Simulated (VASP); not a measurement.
# Zr2O (Fd-3m) in VASP: a series of runs

Zr2O is run at these levels: r2SCAN; tasks: single point.

Program: VASP 6.6.1. These are calculated values, not measurements. Logs are shortened: lines on timing, memory, paths and dates and some standing lists are left out, and cuts for length are marked.

### Step 1. The cell of the first run

Symmetry: Fd-3m, No. 227, cubic system. Conventional cell: a = 7.285 Å, b = 7.285 Å, c = 7.285 Å, α = 90.00°, β = 90.00°, γ = 90.00°. Within 3.4 Å of Zr (site symmetry -3m) lie 6 Zr at 2.58 Å and 6 O at 3.02 Å. O (site symmetry -43m) has 12 Zr at 3.02 Å and 4 O at 3.15 Å within 4.0 Å.

### Step 2. Single point, r2SCAN

Input file POSCAR:

```
Zr2O
1.0
    0.0000000000      3.6426096365      3.6426096365
    3.6426096365      0.0000000000      3.6426096365
    3.6426096365      3.6426096365      0.0000000000
Zr O
4 2
Direct
    0.6250000000      0.6250000000      0.6250000000
    0.1250000000      0.6250000000      0.6250000000
    0.6250000000      0.6250000000      0.1250000000
    0.6250000000      0.1250000000      0.6250000000
    0.0000000000      0.0000000000      0.0000000000
    0.2500000000      0.2500000000      0.2500000000
```

Input file INCAR.step1:

```
SYSTEM = Zr2O
ALGO = Normal ; EDIFF = 1E-4
ENCUT = 520 ; GGA = PE
ISMEAR = 0 ; LASPH = .True.
LCHARG = .False. ; LREAL = .False.
LWAVE = .True. ; NBANDS = 39
NELM = 60 ; PREC = Accurate
SIGMA = 0.1
```

Input file INCAR.step2:

```
SYSTEM = Zr2O
ALGO = Normal ; EDIFF = 1E-6
ENCUT = 520 ; ISIF = 2
ISMEAR = 0 ; ISTART = 1
LASPH = .True. ; LCHARG = .True.
LELF = .True. ; LMIXTAU = .True.
LREAL = .False. ; LVHAR = .True.
LWAVE = .False. ; METAGGA = R2SCAN
NBANDS = 39 ; NELM = 60
PREC = Accurate ; SIGMA = 0.1
```

Input file KPOINTS:

```
k-points
0
Gamma
  4 4 4
  0 0 0
```

Potentials or basis: VASP PAW PBE potentials, release 64 (Zr_sv, O).

Run with:

```console
> cat potpaw_PBE.64/Zr_sv/POTCAR potpaw_PBE.64/O/POTCAR > POTCAR
> cp INCAR.step1 INCAR
> mpirun -np 1 vasp_std > vasp.out
> cp INCAR.step2 INCAR
> mpirun -np 1 vasp_std > vasp.out
```

OUTCAR:

```text
SYSTEM = Zr2O
   EDIFF = 1E-6
   ENCUT = 520
   ISIF = 2
   ISMEAR = 0
   ISTART = 1
   LASPH = .True.
   LREAL = .False.
   METAGGA = R2SCAN
   NELM = 60
   PREC = Accurate

 ion  position               nearest neighbor table
   1  0.625  0.625  0.625-   2 2.58   3 2.58   4 2.58   3 2.58   4 2.58   2 2.58
   2  0.125  0.625  0.625-   1 2.58   3 2.58   4 2.58   1 2.58   3 2.58   4 2.58
   3  0.625  0.625  0.125-   1 2.58   1 2.58   2 2.58   4 2.58   4 2.58   2 2.58
   4  0.625  0.125  0.625-   1 2.58   3 2.58   1 2.58   2 2.58   3 2.58   2 2.58
   5  0.000  0.000  0.000-
   6  0.250  0.250  0.250-

  LATTYP: Found a face centered cubic cell.
 ALAT       =     7.2852192730

  Lattice vectors:

 A1 = (   0.0000000000,   3.6426096365,   3.6426096365)
 A2 = (   3.6426096365,   0.0000000000,   3.6426096365)
 A3 = (   3.6426096365,   3.6426096365,   0.0000000000)

Analysis of symmetry for initial positions (statically):
=====================================================================
 Subroutine PRICEL returns:
 Original cell was already a primitive cell.

 Routine SETGRP: Setting up the symmetry group for a
 face centered cubic supercell.

 Subroutine GETGRP returns: Found 48 space group operations
 (whereof 24 operations were pure point group operations)
 out of a pool of 48 trial point group operations.

The static configuration has the point symmetry T_d .
 The point group associated with its full space group is O_h .

Analysis of symmetry for dynamics (positions and initial velocities):
=====================================================================
 Subroutine PRICEL returns:
 Original cell was already a primitive cell.

 Routine SETGRP: Setting up the symmetry group for a
 face centered cubic supercell.

 Subroutine GETGRP returns: Found 48 space group operations
 (whereof 24 operations were pure point group operations)
 out of a pool of 48 trial point group operations.

The dynamic configuration has the point symmetry T_d .
 The point group associated with its full space group is O_h .

 Subroutine INISYM returns: Found 48 space group operations
 (whereof 24 operations are pure point group operations),
 and found     1 'primitive' translations

----------------------------------------------------------------------------------------

                                     Primitive cell

  volume of cell :      96.6647

  direct lattice vectors                    reciprocal lattice vectors
     0.000000000  3.642609637  3.642609637    -0.137264228  0.137264228  0.137264228
     3.642609637  0.000000000  3.642609637     0.137264228 -0.137264228  0.137264228
     3.642609637  3.642609637  0.000000000     0.137264228  0.137264228 -0.137264228

  length of vectors
     5.151427950  5.151427950  5.151427950     0.237748617  0.237748617  0.237748617

  position of ions in fractional coordinates (direct lattice)
     0.625000000  0.625000000  0.625000000
     0.125000000  0.625000000  0.625000000
     0.625000000  0.625000000  0.125000000
     0.625000000  0.125000000  0.625000000
     0.000000000  0.000000000  0.000000000
     0.250000000  0.250000000  0.250000000

  ion indices of the primitive-cell ions
   primitive index   ion index
                 1           1
                 2           2
                 3           3
                 4           4
                 5           5
                 6           6

----------------------------------------------------------------------------------------

 KPOINTS: k-points

Automatic generation of k-mesh.
 Grid dimensions read from file:
 generate k-points for:    4    4    4

 Generating k-lattice:

  Cartesian coordinates                     Fractional coordinates (reciprocal lattice)
    -0.034316057  0.034316057  0.034316057     0.250000000  0.000000000  0.000000000
     0.034316057 -0.034316057  0.034316057     0.000000000  0.250000000  0.000000000
     0.034316057  0.034316057 -0.034316057     0.000000000  0.000000000  0.250000000

  Length of vectors
     0.059437154  0.059437154  0.059437154

  Shift w.r.t. Gamma in fractional coordinates (k-lattice)
     0.000000000  0.000000000  0.000000000

 Subroutine IBZKPT returns following result:
 ===========================================

 Found      8 irreducible k-points:

 Following reciprocal coordinates:
            Coordinates               Weight
  0.000000  0.000000  0.000000      1.000000
  0.250000  0.000000  0.000000      8.000000
  0.500000  0.000000  0.000000      4.000000
  0.250000  0.250000  0.000000      6.000000
  0.500000  0.250000  0.000000     24.000000
 -0.250000  0.250000  0.000000     12.000000
  0.500000  0.500000  0.000000      3.000000
 -0.250000  0.500000  0.250000      6.000000
   k-points           NKPTS =      8   k-points in BZ     NKDIM =      8   number of bands    NBANDS=     39
   number of dos      NEDOS =    301   number of ions     NIONS =      6
   total plane-waves  NPLWV =  64000
   dimension x,y,z NGX =    40 NGY =   40 NGZ =   40
   dimension x,y,z NGXF=    80 NGYF=   80 NGZF=   80
   ions per type =               4   2
   NGX,Y,Z   is equivalent  to a cutoff of  12.91, 12.91, 12.91 a.u.
   NGXF,Y,Z  is equivalent  to a cutoff of  25.82, 25.82, 25.82 a.u.
 SYSTEM =  Zr2O
   PREC   = accura    normal or accurate (medium, high low for compatibility)
   ISTART =      1    job   : 0-new  1-cont  2-samecut
   ICHARG =      0    charge: 1-file 2-atom 10-const
   ISPIN  =      1    spin polarized calculation?
   LNONCOLLINEAR =      F non collinear calculations
   LSORBIT =      F    spin-orbit coupling
   LASPH  =      T    aspherical Exc in radial PAW
   ENCUT  =  520.0 eV  38.22 Ry    6.18 a.u.   9.58  9.58  9.58*2*pi/ulx,y,z
   NELM   =     60;   NELMIN=  2; NELMDL=  0     # of ELM steps
   EDIFF  = 0.1E-05   stopping-criterion for ELM
   LREAL  =      F    real-space projection
   EDIFFG = 0.1E-04   stopping-criterion for IOM
   NSW    =      0    number of steps for IOM
   IBRION =     -1    ionic relax: 0-MD 1-quasi-New 2-CG
   NFREE  =      0    steps in history (QN), initial steepest desc. (CG)
   ISIF   =      2    stress and relaxation
   ISYM   =      2    0-nonsym 1-usesym 2-fastsym
   POTIM  = 0.5000    time-step for ionic-motion
   TEBEG  =    0.0;   TEEND  =   0.0 temperature during run
   PSTRESS=    0.0 pullay stress
   NELECT =      60.0000    total number of electrons
   NUPDOWN=      -1.0000    fix difference up-down
   EMIN   =  10.00;   EMAX   =-10.00  energy-range for DOS
   EFERMI =   0.00;   METHOD = LEGACY
   ISMEAR =     0;   SIGMA  =   0.10  broadening in eV -4-tet -1-fermi 0-gaus
   EFERMI_NEDOS =   21; number of points for ismear=-14 and -15
   IALGO  =     38    algorithm
   IMIX   =      4    mixing-type and parameters
     AMIX     =   0.40;   BMIX     =  1.00
     AMIX_MAG =   1.60;   BMIX_MAG =  1.00
  volume/ion in A,a.u.               =      16.11       108.72
  Fermi-wavevector in a.u.,A,eV,Ry     =   1.396484  2.638972 26.533639  1.950167
  Thomas-Fermi vector in A             =   2.519834
   LORBIT       =      0    0 simple, 1 ext, 2 COOP (PROOUT), +10 PAW based schemes
   METAGGA = R2SCAN    functional components
   LHFCALC =     F    Hartree Fock is set to
   AEXX    =    0.0000 exact exchange contribution
   IVDW    =     0    specifies the selected vdW correction
   LEPSILON=     F    determine dielectric tensor
   LRPA    =     F    only Hartree local field effects (RPA)
 non-spin polarized calculation
 Gauss-broadening in eV      SIGMA  =   0.10
  energy-cutoff  :      520.00
  volume of cell :       96.66
 maximum number of plane-waves:      2637
 NGX is ok and might be reduce to    40
   NGX = 19   NGY = 19   NGZ = 19

 number of electron      59.9999994 magnetization

 Free energy of the ion-electron system (eV)
  ---------------------------------------------------
  ext. energy  EPLUGINS =         0.00000000
  ---------------------------------------------------
  free energy    TOTEN  =       -97.42576154 eV

  energy without entropy =      -97.38602907  energy(sigma->0) =      -97.40589530

 E-fermi :   9.3058     XC(G=0): -12.1031

 val. band max:        9.2708118011   @ k =   0.5000   0.5000   0.0000
 cond. band min:       9.3118041135   @ k =   0.2500   0.2500   0.0000
 fundamental gap:      0.0409923124
 Fermi energy:         9.3058048649

 k-point     1 :       0.0000    0.0000    0.0000
  band No.  band energies     occupation
      1     -41.5256      2.00000
      2     -40.4650      2.00000
      3     -40.4650      2.00000
      4     -40.4650      2.00000
      5     -21.6341      2.00000
      6     -19.6293      2.00000
[... 31 lines left out ...]
     38      14.6465      0.00000
     39      14.6465      0.00000

 k-point     2 :       0.2500    0.0000    0.0000
  band No.  band energies     occupation
      1     -41.4244      2.00000
      2     -40.5889      2.00000
      3     -40.4661      2.00000
      4     -40.4661      2.00000
      5     -21.2626      2.00000
      6     -19.4940      2.00000
[... 31 lines left out ...]
     38      14.1033      0.00000
     39      14.1034      0.00000

 k-point     3 :       0.5000    0.0000    0.0000
  band No.  band energies     occupation
      1     -41.2799      2.00000
      2     -40.7560      2.00000
      3     -40.4673      2.00000
      4     -40.4673      2.00000
      5     -20.8486      2.00000
      6     -19.3327      2.00000
[... 31 lines left out ...]
     38      11.9010      0.00000
     39      11.9575      0.00000

 k-point     4 :       0.2500    0.2500    0.0000
  band No.  band energies     occupation
      1     -41.3837      2.00000
      2     -40.6355      2.00000
      3     -40.4673      2.00000
      4     -40.4673      2.00000
      5     -21.0968      2.00000
      6     -19.6602      2.00000
[... 31 lines left out ...]
     38      13.0901      0.00000
     39      13.5776      0.00000

 k-point     5 :       0.5000    0.2500    0.0000
  band No.  band energies     occupation
      1     -41.2065      2.00000
      2     -40.8345      2.00000
      3     -40.4692      2.00000
      4     -40.4685      2.00000
      5     -20.5291      2.00000
      6     -19.5481      2.00000
[... 31 lines left out ...]
     38      11.9968      0.00000
     39      12.6136      0.00000

 k-point     6 :      -0.2500    0.2500    0.0000
  band No.  band energies     occupation
      1     -41.2806      2.00000
      2     -40.7537      2.00000
      3     -40.4690      2.00000
      4     -40.4673      2.00000
      5     -20.7641      2.00000
      6     -19.4479      2.00000
[... 31 lines left out ...]
     38      12.4961      0.00000
     39      13.4675      0.00000

 k-point     7 :       0.5000    0.5000    0.0000
  band No.  band energies     occupation
      1     -41.0238      2.00000
      2     -41.0238      2.00000
      3     -40.4697      2.00000
      4     -40.4697      2.00000
      5     -20.0141      2.00000
      6     -20.0141      2.00000
[... 31 lines left out ...]
     38      11.2746      0.00000
     39      12.8417      0.00000

 k-point     8 :      -0.2500    0.5000    0.2500
  band No.  band energies     occupation
      1     -41.0238      2.00000
      2     -41.0238      2.00000
      3     -40.4697      2.00000
      4     -40.4697      2.00000
      5     -19.9235      2.00000
      6     -19.9235      2.00000
[... 31 lines left out ...]
     38      11.6853      0.00000
     39      12.8364      0.00000

------------------------ aborting loop because EDIFF is reached ----------------------------------------

  FORCE on cell =-STRESS in cart. coord.  units (eV):
  Direction    XX          YY          ZZ          XY          YZ          ZX
  --------------------------------------------------------------------------------------
  -------------------------------------------------------------------------------------
  Total        8.5376914      8.5376914      8.5376914      0.0000000     -0.0000000      0.0000000
  in kB      141.5087009    141.5087009    141.5087009      0.0000000     -0.0000000      0.0000000
  external PRESSURE =     141.5087009 kB  Pullay stress =       0.0000000 kB

 VOLUME and BASIS-vectors are now :
 -----------------------------------------------------------------------------
  energy-cutoff  :      520.00
  volume of cell :       96.66
      direct lattice vectors                 reciprocal lattice vectors
     0.000000000  3.642609637  3.642609637    -0.137264228  0.137264228  0.137264228
     3.642609637  0.000000000  3.642609637     0.137264228 -0.137264228  0.137264228
     3.642609637  3.642609637  0.000000000     0.137264228  0.137264228 -0.137264228

 POSITION                                       TOTAL-FORCE (eV/Angst)
 -----------------------------------------------------------------------------------
      4.55326      4.55326      4.55326        -0.000000      0.000000     -0.000000
      4.55326      2.73196      2.73196        -0.000000      0.000000     -0.000000
      2.73196      2.73196      4.55326        -0.000000      0.000000     -0.000000
      2.73196      4.55326      2.73196        -0.000000      0.000000     -0.000000
      0.00000      0.00000      0.00000        -0.000000     -0.000000     -0.000000
      1.82130      1.82130      1.82130         0.000000      0.000000      0.000000
 -----------------------------------------------------------------------------------
    total drift:                                0.000000      0.000000      0.000000

  FREE ENERGIE OF THE ION-ELECTRON SYSTEM (eV)
  ---------------------------------------------------
  free  energy   TOTEN  =       -97.4257615391 eV

  energy  without entropy=      -97.3860290654  energy(sigma->0) =      -97.40589530
```

It took 2.7 min on 1 thread of Intel Xeon Platinum 8488C (Sapphire Rapids), shared host; peak memory 0.26 GiB.

What came out:

| Property | Result |
| --- | --- |
| Free energy | -97.4258 eV |
| Pressure | 14.2 GPa |
| Band gap on the k mesh | zero (bands 30 and 31 overlap by 1.94 eV) |

Levels at points of the mesh, in eV from the Fermi level:
```
           k point  band 28  band 29  band 30  band 31  band 32  band 33
(0.00, 0.00, 0.00)    -2.90    -1.66    -1.66    -1.37     1.09     1.09
(0.50, 0.00, 0.00)    -1.68     0.17     0.57     0.57     1.19     1.47
(0.50, 0.50, 0.00)    -0.30    -0.04    -0.04     0.61     0.61     1.80
```

Caveat: the k points lie up to 0.37 Å⁻¹ apart, too coarse for converged energies and pressures of a metal; the PAW data sets were made with another functional, which shifts forces and pressure a little.

(Continued in part 2 of 2.)
